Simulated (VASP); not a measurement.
A run of VASP 6.6.1:

The input INCAR:

```
SYSTEM = Tl
ALGO = Normal ; EDIFF = 1E-6
EDIFFG = -0.01 ; ENCUT = 600
GGA = PE ; IBRION = 2
ISIF = 3 ; ISMEAR = 0
LASPH = .True. ; LCHARG = .False.
LREAL = .False. ; LWAVE = .False.
NELM = 80 ; NSW = 80
PREC = Accurate ; SIGMA = 0.1
```

File KPOINTS:

```
k-points
0
Gamma
  14 14 14
  0 0 0
```

Contents of POSCAR:

```
Tl
1.0
   -1.9865384028      1.9865384028      1.9848553712
    1.9865384028     -1.9865384028      1.9848553712
    1.9865384028      1.9865384028     -1.9848553712
Tl
1
Direct
    0.0000000000      0.0000000000      0.0000000000
```

Potentials or basis: VASP PAW PBE potentials, release 64 (Tl_d).

The run is started by

```bash
$ cat potpaw_PBE.64/Tl_d/POTCAR > POTCAR
$ mpirun -np 1 vasp_std > vasp.out
```

Hardware: 1 thread of Intel(R) Xeon(R) Platinum 8259CL CPU @ 2.50GHz (Skylake/Cascade Lake) (shared host).

**Question.** How long does it take, and how much memory?

**Answer.** It took 62 s on 1 thread of Intel(R) Xeon(R) Platinum 8259CL CPU @ 2.50GHz (Skylake/Cascade Lake), with other jobs on the host, peak memory 0.23 GiB. Counts: scf iterations 11, k points 244, ion steps 1.
